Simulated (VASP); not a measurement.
Here is a VASP 6.6.1 calculation.

INCAR

```
SYSTEM = ZrO2
  PREC = Accurate
  ENCUT = 600
  EDIFF = 1E-6
  ISMEAR = 0
  SIGMA = 0.01
  LREAL = .FALSE.
  LASPH = .TRUE.
  NELM = 120
  ALGO = Normal
  ISIF = 2
  LWAVE = .FALSE.
  LCHARG = .TRUE.
  GGA = PE
  LELF = .TRUE.
  LVHAR = .TRUE.
  NBANDS = 19
  GGA_COMPAT = .FALSE.
```

File KPOINTS:

```
Automatic mesh
0
G
  7 7 7
  0 0 0
```

File POSCAR:

```
ZrO2
1.0
    0.0000000000      2.5792884080      2.5792884080
    2.5792884080      0.0000000000      2.5792884080
    2.5792884080      2.5792884080      0.0000000000
Zr O
1 2
Direct
    0.0000000000      0.0000000000      0.0000000000
    0.2500000000      0.2500000000      0.2500000000
    0.7500000000      0.7500000000      0.7500000000
```

Potentials or basis: VASP PAW PBE potentials, release 64 (Zr_sv, O).

Launch:

```bash
$ cat potpaw_PBE.64/Zr_sv/POTCAR potpaw_PBE.64/O/POTCAR > POTCAR
$ mpirun -np 1 vasp_std > vasp.out
```

Q: Predict the pressure.

A: -5.5 GPa.

Q: What does it give for the band gap on the k mesh?

A: 3.33 eV, indirect (least direct gap 3.76 eV).

A k mesh can miss the band edges.
